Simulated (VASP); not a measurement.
A run of VASP 6.6.1 is set up as follows.

Contents of POSCAR:

```
SrTiO3
1.0
    3.8926538009      0.0898236734      0.0203388014
    0.0898236734      3.9389877371     -0.0205514770
    0.0203388014     -0.0205514770      3.9223857707
Sr Ti O
1 1 3
Direct
   -0.0004089724      0.0000370289     -0.0017480677
    0.5017310696      0.5007101662      0.4952559604
    0.0017413409      0.5018068346      0.5006234328
    0.4975448333     -0.0029529009      0.5024190606
    0.4993917286      0.5003988711      0.0034496138
```

INCAR.step1

```
SYSTEM = SrTiO3
ALGO = Normal
EDIFF = 1E-4
ENCUT = 520
GGA = PE
ISMEAR = 0
LASPH = .TRUE.
LCHARG = .FALSE.
LDAU = .TRUE.
LDAUJ = 0 0 0
LDAUL = -1 2 -1
LDAUTYPE = 2
LDAUU = 0 4 0
LMAXMIX = 4
LREAL = .FALSE.
LWAVE = .TRUE.
NBANDS = 28
NELM = 150
PREC = Accurate
SIGMA = 0.05
```

File INCAR.step2:

```
SYSTEM = SrTiO3
ALGO = Normal
EDIFF = 1E-6
ENCUT = 520
ISIF = 2
ISMEAR = 0
ISTART = 1
LASPH = .TRUE.
LCHARG = .FALSE.
LDAU = .TRUE.
LDAUJ = 0 0 0
LDAUL = -1 2 -1
LDAUPRINT = 1
LDAUTYPE = 2
LDAUU = 0 4 0
LMAXMIX = 4
LMIXTAU = .TRUE.
LREAL = .FALSE.
LWAVE = .FALSE.
METAGGA = R2SCAN
NBANDS = 28
NELM = 150
PREC = Accurate
SIGMA = 0.05
```

KPOINTS

```
k-points
0
G
  6 6 6
  0 0 0
```

Potentials or basis: VASP PAW PBE potentials, release 64 (Sr_sv, Ti_sv, O).

The run is started by

```sh
$ cat potpaw_PBE.64/Sr_sv/POTCAR potpaw_PBE.64/Ti_sv/POTCAR potpaw_PBE.64/O/POTCAR > POTCAR
$ cp INCAR.step1 INCAR
$ mpirun -np 1 vasp_std > vasp.out
$ cp INCAR.step2 INCAR
$ mpirun -np 1 vasp_std > vasp.out
```

Q: Estimate the band gap on the k mesh.

A: 2.71 eV, indirect (least direct gap 3.04 eV).

Q: Predict the pressure.

A: 3.5 GPa.

Q: Estimate the largest force.

A: 0.286 eV/Å.

Forces in eV/Å, atoms in the order of the input:
```
Sr   0.042 -0.016 -0.024
Ti  -0.049 -0.051  0.231
O   -0.137 -0.092  0.048
O    0.079  0.238  0.013
O    0.066 -0.079 -0.267
```

Caveat: the PAW data sets were made with another functional, which shifts forces and pressure a little. A k mesh can miss the band edges.
